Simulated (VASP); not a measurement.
A run of VASP 6.6.1 is set up as follows.

Contents of INCAR:

```
SYSTEM = Mo
ALGO     = Normal         ! electronic algorithm
EDIFF    = 1E-7           ! SCF threshold, eV
EDIFFG   = -0.01          ! ionic threshold
ENCUT    = 600            ! plane-wave cutoff, eV
GGA      = PS             ! functional
IBRION   = 2              ! ionic algorithm
ISIF     = 3              ! what is computed and relaxed
ISMEAR   = -1             ! smearing method
IVDW     = 13             ! dispersion correction
LASPH    = .TRUE.         ! aspherical terms in the spheres
LCHARG   = .FALSE.        ! write CHGCAR
LREAL    = .FALSE.        ! projectors in reciprocal space
LWAVE    = .FALSE.        ! write WAVECAR
NELM     = 100            ! most SCF steps
NSW      = 60             ! ionic steps
PREC     = Accurate       ! precision mode
SIGMA    = 0.05           ! smearing width, eV
```

Contents of KPOINTS:

```
k-points
0
G
  12 12 12
  0 0 0
```

The input POSCAR:

```
Mo
1.0
   -1.5838089719      1.5838089719      1.5838089719
    1.5838089719     -1.5838089719      1.5838089719
    1.5838089719      1.5838089719     -1.5838089719
Mo
1
Direct
    0.0000000000      0.0000000000      0.0000000000
```

Potentials or basis: VASP PAW PBE potentials, release 64 (Mo_sv).

The run is started by

```bash
$ cat potpaw_PBE.64/Mo_sv/POTCAR > POTCAR
$ mpirun -np 1 vasp_std > vasp.out
```

Problem. Predict the relaxed cell.

Solution. a = 2.700 Å, b = 2.700 Å, c = 2.700 Å, α = 109.47°, β = 109.47°, γ = 109.47°.

Problem. Estimate the dispersion energy per atom.

Solution. -0.366 eV.

Final structure:
```xyz
1
Lattice="-1.5591 1.5591 1.5591 1.5591 -1.5591 1.5591 1.5591 1.5591 -1.5591" Properties=species:S:1:pos:R:3 pbc="T T T"
Mo    0.0000    0.0000    0.0000
```
